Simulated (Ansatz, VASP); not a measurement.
# SiO2: VASP beside Ansatz

```
Si O
1.0
     5.08327    0.00000    0.00000
     0.00000    5.08327    0.00000
     0.00000    0.00000    7.09774
Si O
4 8
Direct
  0.20602 0.20602 0.00000
  0.29398 0.70602 0.75000
  0.70602 0.29398 0.25000
  0.79398 0.79398 0.50000
  0.59368 0.74113 0.67433
  0.40632 0.25887 0.17433
  0.74113 0.59368 0.32567
  0.24113 0.90632 0.92433
  0.25887 0.40632 0.82567
  0.09368 0.75887 0.57567
  0.90632 0.24113 0.07567
  0.75887 0.09368 0.42433
```

Alike in both runs: functional PBE; k mesh 6 × 6 × 4; occupations gaussian, width 0.02 eV; no spin polarisation.

Ansatz relaxed the structure, and its values are those at the end. VASP's run is a single point on that final structure, the one shown.

```csv
,VASP,Ansatz
version,VASP 6.6.1,Ansatz 0.2.0
potentials or method,"VASP PAW PBE potentials, release 64 (Si, O), cutoff 520 eV","scalar-relativistic, plane waves, PAW"
valence electrons in the cell,64,64
```

```csv
,VASP,Ansatz,Ansatz less VASP
gap on the k mesh at the Fermi level (eV),5.51,5.51,-0.001
least direct gap on the mesh (eV),5.51,5.51,-0.001
pressure (GPa),0.1,0.0,-0.08
rms of the force components (eV/Å),0.008,0.000,-0.0073
```
